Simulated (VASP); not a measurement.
# TaN (Fm-3m) in VASP: single point with LDA+U

Aim: the single point of TaN with LDA+U.

Everything below comes from runs of VASP 6.6.1. Logs are shortened: lines on timing, memory, paths and dates and some standing lists are left out, and cuts for length are marked.

### 1 The cell of the first run

The structure is cubic, space group Fm-3m (No. 225). Conventional cell: a = 4.358 Å, b = 4.358 Å, c = 4.358 Å, α = 90.00°, β = 90.00°, γ = 90.00°. Ta (site symmetry m-3m) has 6 N at 2.18 Å within 2.9 Å. Within 2.9 Å of N (site symmetry m-3m) lie 6 Ta at 2.18 Å.

### 2 Single point, LDA+U, non-collinear spin, twin_end start, spin-orbit coupling

The input, INCAR:

```
ALGO     = Normal         # electronic algorithm
EDIFF    = 1E-6           # SCF threshold, eV
ENCUT    = 520            # plane-wave cutoff, eV
GGA_COMPAT= F            
ISIF     = 2              # what is computed and relaxed
ISMEAR   = 0              # smearing method
LASPH    = T              # aspherical terms in the spheres
LCHARG   = T              # write CHGCAR
LDAU     = T              # DFT+U
LDAUJ    = 0 0          
LDAUL    = 2 -1           # shell
LDAUPRINT= 1            
LDAUTYPE = 2            
LDAUU    = 7 0            # U, eV
LMAXMIX  = 4              # l up to which the mixer works
LNONCOLLINEAR= T              # non-collinear magnetism
LORBIT   = 11             # projections on sites
LORBMOM  = T            
LREAL    = F              # projectors in reciprocal space
LSORBIT  = T              # spin-orbit coupling
LVHAR    = T            
LWAVE    = F              # write WAVECAR
MAGMOM   = 0 0 0.74 0 0 -0.74 0 0 -0.04 0 0 0.04 # initial moments
NBANDS   = 46             # bands
NELM     = 150            # most SCF steps
PREC     = Accurate       # precision mode
SIGMA    = 0.05           # smearing width, eV
```

The input, KPOINTS:

```
k-points
0
Gamma
  7 7 7
```

The input, POSCAR:

```
TaN
1.0
    0.0000000000      2.1790013100      2.1790013100
    4.3580026200      2.1790013100      2.1790013100
    4.3580026200      4.3580026200      0.0000000000
Ta N
2 2
Direct
    0.5000000000      0.5000000000      0.0000000000
    0.5000000000      0.5000000000      0.5000000000
    0.0000000000      0.0000000000      0.0000000000
    0.0000000000      0.0000000000      0.5000000000
```

Potentials or basis: VASP PAW LDA potentials, release 64 (Ta_pv, N).

Launch:

```console
$ cat potpaw_LDA.64/Ta_pv/POTCAR potpaw_LDA.64/N/POTCAR > POTCAR
$ mpirun -np 1 vasp_ncl > vasp.out
```

OUTCAR:

```text
EDIFF = 1E-6
   ENCUT = 520
   ISIF = 2
   ISMEAR = 0
   LASPH = T
   LNONCOLLINEAR = T
   LORBIT = 11
   LREAL = F
   LSORBIT = T
   NELM = 150
   PREC = Accurate

 ion  position               nearest neighbor table
   1  0.500  0.500  0.000-   4 2.18   3 2.18   4 2.18   3 2.18   4 2.18   4 2.18   2 3.08   2 3.08
                             2 3.08   2 3.08   2 3.08   2 3.08   2 3.08   2 3.08
   2  0.500  0.500  0.500-   3 2.18   3 2.18   4 2.18   4 2.18   3 2.18   3 2.18   1 3.08   1 3.08
                             1 3.08   1 3.08   1 3.08   1 3.08   1 3.08   1 3.08
   3  0.000  0.000  0.000-   2 2.18   1 2.18   2 2.18   1 2.18   2 2.18   2 2.18
   4  0.000  0.000  0.500-   1 2.18   1 2.18   2 2.18   2 2.18   1 2.18   1 2.18

  LATTYP: Found a simple tetragonal cell.
 ALAT       =     3.0815732050
 C/A-ratio  =     1.4142135624

  Lattice vectors:

 A1 = (   0.0000000000,  -2.1790013100,   2.1790013100)
 A2 = (   0.0000000000,  -2.1790013100,  -2.1790013100)
 A3 = (   4.3580026200,   0.0000000000,   0.0000000000)

Analysis of symmetry for initial positions (statically):
=====================================================================
 Subroutine PRICEL returns following result:

  LATTYP: Found a face centered cubic cell.
 ALAT       =     4.3580026200

  Lattice vectors:

 A1 = (  -2.1790013100,   2.1790013100,  -0.0000000000)
 A2 = (  -2.1790013100,   0.0000000000,   2.1790013100)
 A3 = (   0.0000000000,   2.1790013100,   2.1790013100)

   2 primitive cells build up your supercell.

 Routine SETGRP: Setting up the symmetry group for a
 simple tetragonal supercell.

 Subroutine GETGRP returns: Found 16 space group operations
 (whereof 16 operations were pure point group operations)
 out of a pool of 16 trial point group operations.

The static configuration has the point symmetry D_4h.

Analysis of symmetry for dynamics (positions and initial velocities):
=====================================================================
 Subroutine PRICEL returns following result:

  LATTYP: Found a face centered cubic cell.
 ALAT       =     4.3580026200

  Lattice vectors:

 A1 = (  -2.1790013100,   2.1790013100,  -0.0000000000)
 A2 = (  -2.1790013100,   0.0000000000,   2.1790013100)
 A3 = (   0.0000000000,   2.1790013100,   2.1790013100)

   2 primitive cells build up your supercell.

 Routine SETGRP: Setting up the symmetry group for a
 simple tetragonal supercell.

 Subroutine GETGRP returns: Found 16 space group operations
 (whereof 16 operations were pure point group operations)
 out of a pool of 16 trial point group operations.

The dynamic configuration has the point symmetry D_4h.

Analysis of structural, dynamic, and magnetic symmetry:
=====================================================================
 Subroutine PRICEL returns:
 Original cell was already a primitive cell.

 Routine SETGRP: Setting up the symmetry group for a
 simple tetragonal supercell.

 Subroutine GETGRP returns: Found  8 space group operations
 (whereof  4 operations were pure point group operations)
 out of a pool of 16 trial point group operations.

The overall configuration has the point symmetry C_2h.
 The point group associated with its full space group is D_2h.

 Subroutine INISYM returns: Found  8 space group operations
 (whereof  4 operations are pure point group operations),
 and found     1 'primitive' translations

----------------------------------------------------------------------------------------

                                     Primitive cell

  volume of cell :      41.3840

  direct lattice vectors                    reciprocal lattice vectors
     0.000000000  2.179001310  2.179001310    -0.229462918  0.229462918  0.229462918
[... 233 lines left out ...]
 number of electron      32.0000003 magnetization      -0.0000000      0.0000000     -0.0000000

 Free energy of the ion-electron system (eV)
  ---------------------------------------------------
  ext. energy  EPLUGINS =         0.00000000
  ---------------------------------------------------
  free energy    TOTEN  =       -36.85578405 eV

  energy without entropy =      -36.85437299  energy(sigma->0) =      -36.85507852

 E-fermi :  10.5047     XC(G=0): -13.8306

 val. band max:       10.5028127521   @ k =   0.0000   0.2857   0.2857
 cond. band min:      10.5140899819   @ k =  -0.1429  -0.1429  -0.2857
 fundamental gap:      0.0112772298
 Fermi energy:        10.5047130326

 k-point     1 :       0.0000    0.0000    0.0000
  band No.  band energies     occupation
      1     -32.0758      1.00000
      2     -32.0758      1.00000
      3     -31.7933      1.00000
      4     -31.7933      1.00000
      5     -24.6311      1.00000
      6     -24.6311      1.00000
[... 1117 lines left out ...]
     43      14.5407      0.00000
     44      14.5407      0.00000

 [... further k-points ...]

 [bands above 44 left out]

------------------------ aborting loop because EDIFF is reached ----------------------------------------

  FORCE on cell =-STRESS in cart. coord.  units (eV):
  Direction    XX          YY          ZZ          XY          YZ          ZX
  --------------------------------------------------------------------------------------
  -------------------------------------------------------------------------------------
  Total        6.1315245      6.1983585      6.1983798     -0.0000000     -0.0000000     -0.0000000
  in kB      237.3813457    239.9688140    239.9696417     -0.0000000     -0.0000000     -0.0000000
  external PRESSURE =     239.1066005 kB  Pullay stress =       0.0000000 kB

 VOLUME and BASIS-vectors are now :
 -----------------------------------------------------------------------------
  energy-cutoff  :      520.00
  volume of cell :       41.38
      direct lattice vectors                 reciprocal lattice vectors
     0.000000000  2.179001310  2.179001310    -0.229462918  0.229462918  0.229462918
     4.358002620  2.179001310  2.179001310     0.229462918 -0.229462918  0.229462918
     4.358002620  4.358002620  0.000000000     0.000000000  0.229462918 -0.229462918

 POSITION                                       TOTAL-FORCE (eV/Angst)
 -----------------------------------------------------------------------------------
      2.17900      2.17900      2.17900        -0.000000     -0.000000     -0.000000
      4.35800      4.35800      2.17900        -0.000000     -0.000000      0.000000
      0.00000      0.00000      0.00000        -0.000000     -0.000000     -0.000000
      2.17900      2.17900      0.00000         0.000000      0.000000      0.000000
 -----------------------------------------------------------------------------------
    total drift:                               -0.000000     -0.000000     -0.000000

  FREE ENERGIE OF THE ION-ELECTRON SYSTEM (eV)
  ---------------------------------------------------
  free  energy   TOTEN  =       -36.8557840466 eV

  energy  without entropy=      -36.8543729910  energy(sigma->0) =      -36.85507852

 orbital moment (x)

 # of ion     p       d       tot
 ----------------------------------------
  1         0.000   0.000   0.000
  2         0.000   0.000   0.000
  3         0.000   0.000   0.000
  4         0.000   0.000   0.000
 ----------------------------------------
            0.000   0.000   0.000

 orbital moment (y)

 # of ion     p       d       tot
 ----------------------------------------
  1         0.000   0.000   0.000
  2         0.000   0.000   0.000
  3         0.000   0.000   0.000
  4         0.000   0.000   0.000
 ----------------------------------------
            0.000   0.000   0.000

 orbital moment (z)

 # of ion     p       d       tot
 ----------------------------------------
  1        -0.000  -0.001  -0.001
  2         0.000   0.001   0.001
  3         0.000   0.000   0.000
  4        -0.000   0.000  -0.000
 ----------------------------------------
            0.000  -0.000  -0.000

 Spin-Orbit-Coupling matrix elements

 Ion:    1  E_soc:     -1.3806717
 l=   1
     0.0000000    -0.2038780    -0.2039322
    -0.2038780     0.0000000    -0.2039325
    -0.2039322    -0.2039325     0.0000000
 l=   2
     0.0000000    -0.0102361     0.0000000    -0.0098172    -0.0161282
    -0.0102361     0.0000000    -0.0120354    -0.0102362    -0.0040118
     0.0000000    -0.0120354     0.0000000    -0.0121842     0.0000000
    -0.0098172    -0.0102362    -0.0121842     0.0000000    -0.0039441
    -0.0161282    -0.0040118     0.0000000    -0.0039441     0.0000000
 l=   3
     0.0000000     0.0000000     0.0000000     0.0000000     0.0000000     0.0000000     0.0000000
     0.0000000     0.0000000     0.0000000     0.0000000     0.0000000     0.0000000     0.0000000
     0.0000000     0.0000000     0.0000000     0.0000000     0.0000000     0.0000000     0.0000000
     0.0000000     0.0000000     0.0000000     0.0000000     0.0000000     0.0000000     0.0000000
[... 49 lines left out ...]
 l=   2
     0.0000000     0.0000000     0.0000000     0.0000000     0.0000000
     0.0000000     0.0000000     0.0000000     0.0000000     0.0000000
     0.0000000     0.0000000     0.0000000     0.0000000     0.0000000
     0.0000000     0.0000000     0.0000000     0.0000000     0.0000000
     0.0000000     0.0000000     0.0000000     0.0000000     0.0000000
 l=   3
     0.0000000     0.0000000     0.0000000     0.0000000     0.0000000     0.0000000     0.0000000
     0.0000000     0.0000000     0.0000000     0.0000000     0.0000000     0.0000000     0.0000000
     0.0000000     0.0000000     0.0000000     0.0000000     0.0000000     0.0000000     0.0000000
     0.0000000     0.0000000     0.0000000     0.0000000     0.0000000     0.0000000     0.0000000
     0.0000000     0.0000000     0.0000000     0.0000000     0.0000000     0.0000000     0.0000000
     0.0000000     0.0000000     0.0000000     0.0000000     0.0000000     0.0000000     0.0000000
     0.0000000     0.0000000     0.0000000     0.0000000     0.0000000     0.0000000     0.0000000

 total charge

# of ion       s       p       d       tot
------------------------------------------
    1        0.303   6.262   2.290   8.854
    2        0.303   6.262   2.290   8.854
    3        1.218   2.582   0.000   3.800
    4        1.218   2.582   0.000   3.800
--------------------------------------------------
tot          3.043  17.686   4.579  25.308

 magnetization (x)

# of ion       s       p       d       tot
------------------------------------------
    1        0.000  -0.000   0.000  -0.000
    2       -0.000   0.000   0.000  -0.000
    3       -0.000   0.000   0.000   0.000
    4        0.000   0.000   0.000   0.000
--------------------------------------------------
tot         -0.000   0.000   0.000   0.000

 magnetization (y)

# of ion       s       p       d       tot
------------------------------------------
    1        0.000  -0.000  -0.000  -0.000
    2        0.000   0.000   0.000   0.000
    3       -0.000   0.000   0.000   0.000
    4        0.000   0.000   0.000   0.000
--------------------------------------------------
tot          0.000   0.000   0.000   0.000

 magnetization (z)

# of ion       s       p       d       tot
------------------------------------------
    1        0.000   0.000   0.001   0.001
    2       -0.000  -0.000  -0.001  -0.001
    3        0.000   0.000   0.000   0.000
    4       -0.000  -0.000   0.000  -0.000
--------------------------------------------------
tot          0.000   0.000   0.000   0.000
```

Wall time 4.5 min (1 thread of Intel Xeon 6975P-C (Granite Rapids), shared host); peak memory 0.39 GiB.

Results:

```
Free energy                                           : -36.8558 eV
Pressure                                              : 23.9 GPa
Net moment                                            : 0.00 μB per cell
Valence electrons inside the program's atomic spheres : Ta 8.85; N 3.80
```

Stress tensor (GPa, compression positive):
```
23.74  0.00  0.00
 0.00 24.00  0.00
 0.00  0.00 24.00
```

Moments on the atoms (μB; x, y, z):
```
Ta  0.00 0.00 0.00
Ta  0.00 0.00 0.00
N   0.00 0.00 0.00
N   0.00 0.00 0.00
```

Caveat: the cell stands under pressure.
